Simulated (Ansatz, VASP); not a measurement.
**One calculation of Al2Cl, two programs**

```
Al Cl
1.0
     0.00000    4.03410    4.03410
     4.03410    0.00000    4.03410
     4.03410    4.03410    0.00000
Al Cl
4 2
Direct
  0.12500 0.12500 0.12500
  0.62500 0.12500 0.12500
  0.12500 0.62500 0.12500
  0.12500 0.12500 0.62500
  0.50000 0.50000 0.50000
  0.75000 0.75000 0.75000
```

Change from the starting cell: species swapped into the ZrNi2 type (Fd-3m, No. 227).

Alike in both runs: functional PBE; k mesh 8 × 8 × 8; occupations gaussian, width 0.1 eV; no spin polarisation.

Ansatz relaxed the structure, and its values are those at the end. VASP's run is a single point on that final structure, the one shown.

|  | VASP | Ansatz |
| --- | --- | --- |
| version | VASP 6.6.1 | Ansatz 0.2.0 |
| potentials or method | VASP PAW PBE potentials, release 64 (Al, Cl), cutoff 520 eV | scalar-relativistic, plane waves, PAW |
| valence electrons in the cell | 26 | 26 |

|  | VASP | Ansatz | Ansatz less VASP |
| --- | --- | --- | --- |
| gap on the k mesh at the Fermi level (eV) | none | none | - |
| pressure (GPa) | 0.0 | 0.0 | +0.04 |

A gap of «none» marks a metal or a gap that the smearing closes. With one functional, cell and mesh, what is left measures potentials, basis and numerics.
